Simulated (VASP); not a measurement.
# AlCu3 (Pm-3m) in VASP: a series of runs, part 2 of 2

VASP 6.6.1.

## Step 4: Single point, PBEsol

This run uses another cell than the first one, of 23.52 Å³/atom.

Contents of INCAR:

```
ALGO = Normal ; EDIFF = 1E-6
ENCUT = 600 ; GGA = PS
GGA_COMPAT = False ; ISIF = 2
ISMEAR = 1 ; LASPH = True
LCHARG = True ; LELF = True
LREAL = False ; LVHAR = True
LWAVE = False ; NBANDS = 26
NELM = 120 ; PREC = Accurate
SIGMA = 0.1
```

Contents of KPOINTS:

```
k-points
0
Gamma
  7 7 7
```

Contents of POSCAR:

```
AlCu3
1.0
    4.5478445536      0.0000000000      0.0000000000
    0.0000000000      4.5478445536      0.0000000000
    0.0000000000      0.0000000000      4.5478445536
Al Cu
1 3
Direct
    0.0000000000      0.0000000000      0.0000000000
    0.5000000000      0.0000000000      0.0000000000
    0.0000000000      0.0000000000      0.5000000000
    0.0000000000      0.5000000000      0.0000000000
```

Potentials or basis: VASP PAW PBE potentials, release 64 (Al, Cu).

Started as:

```console
cat potpaw_PBE.64/Al/POTCAR potpaw_PBE.64/Cu/POTCAR > POTCAR
mpirun -np 1 vasp_std > vasp.out
```

OUTCAR:

```text
EDIFF = 1E-6
   ENCUT = 600
   GGA = PS
   ISIF = 2
   ISMEAR = 1
   LASPH = True
   LREAL = False
   NELM = 120
   PREC = Accurate

 ion  position               nearest neighbor table
   1  0.000  0.000  0.000-   2 2.27   3 2.27   4 2.27   3 2.27   4 2.27   2 2.27
   2  0.500  0.000  0.000-   1 2.27   1 2.27
   3  0.000  0.000  0.500-   1 2.27   1 2.27
   4  0.000  0.500  0.000-   1 2.27   1 2.27

  LATTYP: Found a simple cubic cell.
 ALAT       =     4.5478445536

  Lattice vectors:

 A1 = (   4.5478445536,   0.0000000000,   0.0000000000)
 A2 = (   0.0000000000,   4.5478445536,   0.0000000000)
 A3 = (   0.0000000000,   0.0000000000,   4.5478445536)

Analysis of symmetry for initial positions (statically):
=====================================================================
 Subroutine PRICEL returns:
 Original cell was already a primitive cell.

 Routine SETGRP: Setting up the symmetry group for a
 simple cubic supercell.

 Subroutine GETGRP returns: Found 48 space group operations
 (whereof 48 operations were pure point group operations)
 out of a pool of 48 trial point group operations.

The static configuration has the point symmetry O_h .

Analysis of symmetry for dynamics (positions and initial velocities):
=====================================================================
 Subroutine PRICEL returns:
 Original cell was already a primitive cell.

 Routine SETGRP: Setting up the symmetry group for a
 simple cubic supercell.

 Subroutine GETGRP returns: Found 48 space group operations
 (whereof 48 operations were pure point group operations)
 out of a pool of 48 trial point group operations.

The dynamic configuration has the point symmetry O_h .

 Subroutine INISYM returns: Found 48 space group operations
 (whereof 48 operations are pure point group operations),
[... 109 lines left out ...]
   EFERMI =   0.00;   METHOD = LEGACY
   ISMEAR =     1;   SIGMA  =   0.10  broadening in eV -4-tet -1-fermi 0-gaus
   EFERMI_NEDOS =   21; number of points for ismear=-14 and -15
   IALGO  =     38    algorithm
   IMIX   =      4    mixing-type and parameters
     AMIX     =   0.40;   BMIX     =  1.00
     AMIX_MAG =   1.60;   BMIX_MAG =  1.00
  volume/ion in A,a.u.               =      23.52       158.69
  Fermi-wavevector in a.u.,A,eV,Ry     =   1.188603  2.246133 19.221990  1.412776
  Thomas-Fermi vector in A             =   2.324729
   LORBIT       =      0    0 simple, 1 ext, 2 COOP (PROOUT), +10 PAW based schemes
   GGA     = PS    functional components
   LHFCALC =     F    Hartree Fock is set to
   AEXX    =    0.0000 exact exchange contribution
   IVDW    =     0    specifies the selected vdW correction
   LEPSILON=     F    determine dielectric tensor
   LRPA    =     F    only Hartree local field effects (RPA)
 non-spin polarized calculation
 Methfessel and Paxton  Order N= 1 SIGMA  =   0.10
  energy-cutoff  :      600.00
  volume of cell :       94.06
 maximum number of plane-waves:      3162
   NGX = 19   NGY = 19   NGZ = 19

 number of electron      35.9999982 magnetization

 Free energy of the ion-electron system (eV)
  ---------------------------------------------------
  ext. energy  EPLUGINS =         0.00000000
  ---------------------------------------------------
  free energy    TOTEN  =       -12.26964845 eV

  energy without entropy =      -12.27073086  energy(sigma->0) =      -12.27000926

 E-fermi :   1.6909     XC(G=0):  -8.7555

 val. band max:        1.6681087609   @ k =   0.2857   0.1429   0.1429
 cond. band min:       1.7560809631   @ k =   0.1429   0.0000   0.0000
 fundamental gap:      0.0879722023
 Fermi energy:         1.6908770040

 k-point     1 :       0.0000    0.0000    0.0000
  band No.  band energies     occupation
      1      -5.8501      2.00000
      2      -1.2209      2.00000
      3      -1.1997      2.00000
      4      -1.1997      2.00000
      5      -1.1997      2.00000
      6      -0.8242      2.00000
[... 569 lines left out ...]
     25      10.0304      0.00000
     26      13.0939      0.00000

------------------------ aborting loop because EDIFF is reached ----------------------------------------

  FORCE on cell =-STRESS in cart. coord.  units (eV):
  Direction    XX          YY          ZZ          XY          YZ          ZX
  --------------------------------------------------------------------------------------
  -------------------------------------------------------------------------------------
  Total        0.1015190      0.1015190      0.1015190     -0.0000000     -0.0000000      0.0000000
  in kB        1.7291839      1.7291839      1.7291839     -0.0000000     -0.0000000      0.0000000
  external PRESSURE =       1.7291839 kB  Pullay stress =       0.0000000 kB

 VOLUME and BASIS-vectors are now :
 -----------------------------------------------------------------------------
  energy-cutoff  :      600.00
  volume of cell :       94.06
      direct lattice vectors                 reciprocal lattice vectors
     4.547844554  0.000000000  0.000000000     0.219884384  0.000000000  0.000000000
     0.000000000  4.547844554  0.000000000     0.000000000  0.219884384  0.000000000
     0.000000000  0.000000000  4.547844554     0.000000000  0.000000000  0.219884384

 POSITION                                       TOTAL-FORCE (eV/Angst)
 -----------------------------------------------------------------------------------
      0.00000      0.00000      0.00000         0.000000      0.000000      0.000000
      2.27392      0.00000      0.00000         0.000000      0.000000      0.000000
      0.00000      0.00000      2.27392         0.000000      0.000000      0.000000
      0.00000      2.27392      0.00000         0.000000      0.000000      0.000000
 -----------------------------------------------------------------------------------
    total drift:                                0.000000      0.000000     -0.000000

  FREE ENERGIE OF THE ION-ELECTRON SYSTEM (eV)
  ---------------------------------------------------
  free  energy   TOTEN  =       -12.2696484529 eV

  energy  without entropy=      -12.2707308636  energy(sigma->0) =      -12.27000926
```

OSZICAR:

```text
N       E                     dE             d eps       ncg     rms          rms(c)
DAV:   1     0.260540533744E+03    0.26054E+03   -0.16559E+04  1040   0.191E+03
DAV:   2     0.247044847239E+01   -0.25807E+03   -0.24654E+03  1040   0.332E+02
DAV:   3    -0.148212328807E+02   -0.17292E+02   -0.16599E+02  1216   0.127E+02
DAV:   4    -0.153624666111E+02   -0.54123E+00   -0.53853E+00  1524   0.232E+01
DAV:   5    -0.153762124412E+02   -0.13746E-01   -0.13744E-01  1576   0.267E+00    0.148E+01
DAV:   6    -0.158306142606E+02   -0.45440E+00   -0.49710E+01  1108   0.153E+02    0.120E+01
DAV:   7    -0.123203391111E+02    0.35103E+01   -0.12948E+01  1274   0.718E+01    0.179E+00
DAV:   8    -0.123014962509E+02    0.18843E-01   -0.10879E+00  1516   0.171E+01    0.151E+00
DAV:   9    -0.122713956394E+02    0.30101E-01   -0.19035E-01  1316   0.900E+00    0.321E-01
DAV:  10    -0.122700520457E+02    0.13436E-02   -0.86115E-03  1442   0.149E+00    0.158E-01
DAV:  11    -0.122696941609E+02    0.35788E-03   -0.11504E-03  1422   0.438E-01    0.685E-02
DAV:  12    -0.122696456379E+02    0.48523E-04   -0.55639E-04  1420   0.434E-01    0.185E-02
DAV:  13    -0.122696500287E+02   -0.43908E-05   -0.44075E-05  1182   0.496E-02    0.132E-02
DAV:  14    -0.122696480567E+02    0.19720E-05   -0.13484E-05  1438   0.614E-02    0.393E-03
DAV:  15    -0.122696484529E+02   -0.39624E-06   -0.68295E-07   800   0.638E-03
   1 F= -.12269648E+02 E0= -.12270009E+02  d E =0.108241E-02
```

stdout:

```text
POSCAR found type information on POSCAR AlCu
 POSCAR found :  2 types and       4 ions
 scaLAPACK will be used
 -----------------------------------------------------------------------------
|                                                                             |
|                                                                             |
|     You enforced a specific xc type in the INCAR file but a different       |
|     I HOPE YOU KNOW WHAT YOU ARE DOING!                                     |
|                                                                             |
 -----------------------------------------------------------------------------

 LDA part: xc-table for (Slater+PW92), standard interpolation
 POSCAR, INCAR and KPOINTS ok, starting setup
 FFT: planning ... GRIDC
 FFT: planning ... GRID_SOFT
 FFT: planning ... GRID
 WAVECAR not read
 entering main loop
```

Wall time 41 s (1 thread of Intel Xeon Platinum 8375C at 2.90GHz (Ice Lake), shared host); peak memory 0.22 GiB.

What came out:

```yaml
Free_energy: -12.2696 eV
Pressure: 0.2 GPa
Band_gap_on_the_k_mesh: zero (bands 18 and 19 overlap by 1.47 eV)
```

Caveat: the PAW data sets were made with another functional, which shifts forces and pressure a little.

## Step 5: Summary

| cell | gap on the mesh (eV) | pressure (GPa) |
| --- | --- | --- |
| a = 4.143 Å, 4 atoms | none | 20.3 |
| a = 4.291 Å, 4 atoms | none | 10.4 |
| a = 4.548 Å, 4 atoms | none | 0.2 |

Alike in all rows: task single point; level PBEsol; potentials or basis VASP PAW PBE potentials, release 64 (Al, Cu); no spin polarisation; k mesh 7 × 7 × 7; cutoff (eV) 600; smearing methfessel-paxton 0.1 eV.

Caveats: the PAW data sets were made with another functional, which shifts forces and pressure a little; the cell stands under pressure (at least some runs).

Absolute energies hang on the potentials; compare differences alone.

The gap in the log of VASP goes by the Fermi energy; the results here count the filled bands.